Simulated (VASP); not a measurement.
Wanted: the native input for a VASP 6.6.1 run.

```yaml
Task: single point
Functional: PBE
Potentials_or_basis: VASP PAW PBE potentials, release 64 (Be, Te)
Cutoff: 600 eV
k_mesh: 5 × 5 × 5
Occupations: gaussian, width 0.2 eV
Spin: no spin polarisation
Dipole_correction: no
Further_INCAR_settings: ALGO = Normal; EDIFF = 1e-06; NBANDS = 14
```

The structure of BeTe2 lies in POSCAR:

```
BeTe2
1.0
    0.0000000000      3.3348000070      3.3348000070
    3.3348000070      0.0000000000      3.3348000070
    3.3348000070      3.3348000070      0.0000000000
Be Te
1 2
Direct
    0.0000000000      0.0000000000      0.0000000000
    0.2500000000      0.2500000000      0.2500000000
    0.7500000000      0.7500000000      0.7500000000
```

One way to write it, as run:

INCAR

```
PREC = Accurate ; ENCUT = 600
EDIFF = 1E-6 ; ISMEAR = 0
SIGMA = 0.2 ; LREAL = False
LASPH = True ; NELM = 120
ALGO = Normal ; ISIF = 2
LWAVE = False ; LCHARG = False
GGA = PE ; NBANDS = 14
GGA_COMPAT = False
```

KPOINTS

```
regular mesh
0
Gamma
  5 5 5
```

Potentials or basis: VASP PAW PBE potentials, release 64 (Be, Te).

The run is started by

```sh
$ cat potpaw_PBE.64/Be/POTCAR potpaw_PBE.64/Te/POTCAR > POTCAR
$ mpirun -np 1 vasp_std > vasp.out
```

It gave:

```yaml
Pressure: 0.4 GPa
Band_gap_on_the_k_mesh: zero (band 7 reaches 7.89 eV, above the bottom of band 8 at 4.59 eV)
```

Caveat: spin-orbit coupling is left out, which moves the levels of the heavy elements.

It took 29 s on 1 thread of Intel Xeon 8259CL, on a shared host, peak memory 0.23 GiB.
